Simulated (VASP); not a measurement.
Crystal: SnO.

```
CELL_PARAMETERS angstrom
3.76215 0.00000 0.00000
0.00000 3.76215 0.00000
0.00000 0.00000 4.82087
ATOMIC_POSITIONS crystal
Sn 0.50000 0.00000 0.76463
Sn 0.00000 0.50000 0.23537
O 0.00000 0.00000 0.00000
O 0.50000 0.50000 0.00000
```

Program: VASP 6.6.1. Alike in all runs: task single point; potentials or basis VASP PAW PBE potentials, release 64 (Sn_d, O); no spin polarisation; cell as given; k mesh 7 × 7 × 6; smearing fermi-dirac 0.05 eV.

**Question.** Order these runs on this cell by their pressure, lowest first.
A. level revPBE; cutoff (eV) 520
B. level b88 exchange, pbe correlation; cutoff (eV) 600
C. level r2SCAN; cutoff (eV) 520
D. level BLYP; cutoff (eV) 520
E. level SVWN5; cutoff (eV) 520

**Answer.** E (0.9 GPa), C (4.5 GPa), B (7.9 GPa), A (10.3 GPa), D (13.3 GPa).

Caveats: the PAW data sets were made with another functional, which shifts forces and pressure a little; the cell stands under pressure (at least some runs).
